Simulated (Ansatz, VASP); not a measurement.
# One calculation of CaO, two programs

File POSCAR:

```
CaO
1.0
    0.0000000000      2.3494751616      2.3974236343
    2.3974236343      0.0000000000      2.3974236343
    2.3974236343      2.3494751616      0.0000000000
Ca O
1 1
Direct
    0.5000000000      0.5000000000      0.5000000000
    0.0000000000      0.0000000000      0.0000000000
```

INCAR.step1

```
PREC     = Accurate       # precision mode
ENCUT    = 520            # plane-wave cutoff, eV
ISMEAR   = 0              # smearing method
SIGMA    = 0.05           # smearing width, eV
LREAL    = F              # projectors in reciprocal space
LASPH    = T              # aspherical terms in the spheres
NELM     = 100            # most SCF steps
NBANDS   = 15             # bands
GGA      = PE             # functional
ALGO     = Normal         # electronic algorithm
EDIFF    = 1E-4           # SCF threshold, eV
LWAVE    = T              # write WAVECAR
LCHARG   = F              # write CHGCAR
```

The input INCAR.step2:

```
PREC     = Accurate       # precision mode
ENCUT    = 520            # plane-wave cutoff, eV
EDIFF    = 1E-6           # SCF threshold, eV
ISMEAR   = 0              # smearing method
SIGMA    = 0.05           # smearing width, eV
LREAL    = F              # projectors in reciprocal space
LASPH    = T              # aspherical terms in the spheres
NELM     = 100            # most SCF steps
ALGO     = Normal         # electronic algorithm
ISIF     = 2              # what is computed and relaxed
LWAVE    = F              # write WAVECAR
LCHARG   = F              # write CHGCAR
METAGGA  = R2SCAN         # meta-GGA
LMIXTAU  = T            
NBANDS   = 15             # bands
ISTART   = 1
```

Contents of KPOINTS:

```
regular mesh
0
Gamma
  8 8 8
```

Input for Ansatz:

```yaml
crystal:
  lattice:
    - [0.0, 2.3494751616, 2.3974236343]
    - [2.3974236343, 0.0, 2.3974236343]
    - [2.3974236343, 2.3494751616, 0.0]
  atoms:
    - { symbol: Ca, position: [0.5, 0.5, 0.5] }
    - { symbol: O, position: [0.0, 0.0, 0.0] }
basis:
  ecutwfc: 500
  ecutrho_ratio: 4
kpoints:
  mp_grid: { grid: [8, 8, 8] }
hamiltonian:
  xc: r2scan
scf:
  occupations: { method: gaussian, width: 0.05 }
output:
  forces: true
  stress: true
  eigenvalues: true
```

Change from the starting cell: strain e2 = -0.02, atoms carried along.

Alike in both runs: task single point; functional r2SCAN; k mesh 8 × 8 × 8; occupations gaussian, width 0.05 eV; no spin polarisation.

```csv
,VASP,Ansatz
version,VASP 6.6.1,Ansatz 0.2.0
potentials or method,"VASP PAW PBE potentials, release 64 (Ca_sv, O), cutoff 520 eV","scalar-relativistic, plane waves, PAW"
valence electrons in the cell,16,16
```

Ansatz gave:

```
gap on the k mesh at the Fermi level (eV)                     : 4.11
least direct gap on the mesh (eV)                             : 4.54
pressure (GPa)                                                : 2.6
traceless stress, the component that is largest in VASP (GPa) : 2.68
```

Q: Which values does VASP return?

A: gap on the k mesh at the Fermi level (eV): 4.09; least direct gap on the mesh (eV): 4.53; pressure (GPa): 3.7; traceless stress, the component that is largest in VASP (GPa): 2.87.

VASP's potentials were made for PBE, not for r2SCAN. The functional is the same, so the differences come from potentials, cutoffs and numerics.
